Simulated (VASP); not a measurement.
Set up this calculation in VASP 6.6.1, as the native input.

```
Task                   : single point
Functional             : r2SCAN
Potentials or basis    : VASP PAW PBE potentials, release 64 (Pr)
Cutoff                 : 520 eV
k mesh                 : 13 × 13 × 13
Occupations            : fermi-dirac, width 0.1 eV
Spin                   : no spin polarisation
Dipole correction      : no
Further INCAR settings : ALGO = Normal; EDIFF = 1e-06; NBANDS = 12
```

Crystal: Pr.

```
CELL_PARAMETERS angstrom
0.00000 2.30013 2.30013
2.30013 0.00000 2.30013
2.30013 2.30013 0.00000
ATOMIC_POSITIONS crystal
Pr 0.00000 0.00000 0.00000
```

One way to write it, as run:

POSCAR

```
Pr
1.0
    0.0000000000      2.3001292082      2.3001292082
    2.3001292082      0.0000000000      2.3001292082
    2.3001292082      2.3001292082      0.0000000000
Pr
1
Direct
    0.0000000000      0.0000000000      0.0000000000
```

INCAR.step1

```
PREC = Accurate
ENCUT = 520
ISMEAR = -1
SIGMA = 0.1
LREAL = False
LASPH = True
NELM = 100
NBANDS = 12
GGA = PE
ALGO = Normal
EDIFF = 1E-4
LWAVE = True
LCHARG = False
```

INCAR.step2

```
PREC = Accurate
ENCUT = 520
EDIFF = 1E-6
ISMEAR = -1
SIGMA = 0.1
LREAL = False
LASPH = True
NELM = 100
ALGO = Normal
ISIF = 2
LWAVE = False
LCHARG = False
METAGGA = R2SCAN
LMIXTAU = True
NBANDS = 12
ISTART = 1
```

KPOINTS

```
Automatic mesh
0
Gamma
  13 13 13
```

Potentials or basis: VASP PAW PBE potentials, release 64 (Pr).

The run is started by

```sh
$ cat potpaw_PBE.64/Pr/POTCAR > POTCAR
$ cp INCAR.step1 INCAR
$ mpirun -np 1 vasp_std > vasp.out
$ cp INCAR.step2 INCAR
$ mpirun -np 1 vasp_std > vasp.out
```

Results of the run:

```yaml
Pressure: 0.3 GPa
```

Caveat: the PAW data sets were made with another functional, which shifts forces and pressure a little.

Run time: 2.9 min on 1 thread of AMD EPYC 7R43 64-Core Processor (Zen 3), on a shared host, peak memory 0.13 GiB.
